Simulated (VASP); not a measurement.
ZnCu (CsCl type): single point with HSE06

ZnCu (CsCl type):

```
Cu Zn
1.0
     2.91965    0.00000    0.00000
     0.00000    2.91965    0.00000
     0.00000    0.00000    2.91965
Cu Zn
1 1
Direct
  0.00000 0.00000 0.00000
  0.50000 0.50000 0.50000
```

| Property | Result |
| --- | --- |
| Program | VASP 6.6.1 |
| Task | single point |
| Functional | HSE06 |
| Potentials or basis | VASP PAW PBE potentials, release 64 (Cu, Zn) |
| Cutoff | 520 eV |
| k mesh | 4 × 4 × 4 |
| Occupations | fermi-dirac, width 0.1 eV |
| Spin | no spin polarisation |

* Pressure: 4.8 GPa
* Band gap on the k mesh: zero (an odd number of electrons rules out a gap without spin polarisation)

Levels at points of the mesh, in eV from the Fermi level:
```tsv
k point	band 7	band 8	band 9	band 10	band 11	band 12	band 13	band 14	band 15	band 16
(0.00, 0.00, 0.00)	-5.52	-5.52	-4.49	-4.49	-4.49	6.87	6.87	6.87	11.95	11.95
(0.50, 0.00, 0.00)	-6.44	-5.63	-5.10	-5.10	-4.58	-3.35	12.78	12.78	13.39	13.39
(0.50, 0.50, 0.00)	-5.26	-4.68	-4.68	-4.26	-2.58	-2.58	1.89	2.39	15.17	16.52
(0.50, 0.50, 0.50)	-6.16	-6.16	-4.24	-4.24	4.49	4.49	4.49	4.70	4.70	4.70
```

Run time: 8.2 min on 1 thread of AMD EPYC 7R13, with other jobs on the host, peak memory 0.22 GiB.

Caveat: the k points lie up to 0.54 Å⁻¹ apart, too coarse for converged energies and pressures of a metal; the PAW data sets were made with another functional, which shifts forces and pressure a little.
